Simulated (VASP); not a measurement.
Crystal: TiSi2.

```
Ti Si
1.0
     0.00000    4.11752    4.26290
     2.38951    0.00000    4.26290
     2.38951    4.11752    0.00000
Ti Si
2 4
Direct
  0.75000 0.75000 0.75000
  0.50000 0.50000 0.50000
  0.41257 0.08743 0.41257
  0.08743 0.41257 0.08743
  0.16257 0.83743 0.16257
  0.83743 0.16257 0.83743
```

Base run:

```yaml
Program: VASP 6.6.1
Functional: PBEsol
Potentials_or_basis: VASP PAW PBE potentials, release 64 (Ti_sv, Si)
Cutoff: 520 eV
k_mesh: 7 × 7 × 7
Occupations: fermi-dirac, width 0.05 eV
Spin: no spin polarisation
```

Its results: band gap on the k mesh zero (band 20 reaches 10.80 eV, above the bottom of band 21 at 8.99 eV); pressure -1.8 GPa; largest force 0.049 eV/Å.

The run is repeated on the same cell with these changes: functional from PBEsol to revPBE. What comes out?

Band gap on the k mesh zero (band 20 reaches 10.97 eV, above the bottom of band 21 at 9.14 eV); pressure 3.8 GPa; largest force 0.007 eV/Å.

revPBE binds less tightly than PBEsol, so the same cell stands under more pressure.

Caveats: the PAW data sets were made with another functional, which shifts forces and pressure a little.
